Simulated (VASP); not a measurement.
Here is a VASP 6.6.1 calculation.

INCAR

```
PREC     = Accurate       # precision mode
ENCUT    = 520            # plane-wave cutoff, eV
EDIFF    = 1E-7           # SCF threshold, eV
ISMEAR   = 0              # smearing method
SIGMA    = 0.15           # smearing width, eV
LREAL    = F              # projectors in reciprocal space
LASPH    = T              # aspherical terms in the spheres
NELM     = 80             # most SCF steps
ALGO     = Fast           # electronic algorithm
ISIF     = 2              # what is computed and relaxed
LWAVE    = F              # write WAVECAR
LCHARG   = F              # write CHGCAR
GGA      = PS             # functional
NBANDS   = 18             # bands
```

The input KPOINTS:

```
regular mesh
0
Gamma
  24 24 10
```

The input POSCAR:

```
Ta
1.0
    2.6574958639      0.0000000000      0.0000000000
   -1.3287479319      2.3014589286      0.0000000000
    0.0000000000      0.0000000000      6.1537474765
Ta
2
Direct
    0.6666666667      0.3333333333      0.7500000000
    0.3333333333      0.6666666667      0.2500000000
```

Potentials or basis: VASP PAW PBE potentials, release 64 (Ta_pv).

The run is started by

```sh
$ cat potpaw_PBE.64/Ta_pv/POTCAR > POTCAR
$ mpirun -np 1 vasp_std > vasp.out
```

(1) Predict the band gap on the k mesh.

(2) Predict the pressure.

Answers

(1) zero (band 11 reaches 7.38 eV, above the bottom of band 12 at 4.09 eV).

(2) 9.5 GPa.

Caveat: the PAW data sets were made with another functional, which shifts forces and pressure a little; spin-orbit coupling is left out, which moves the levels of the heavy elements.
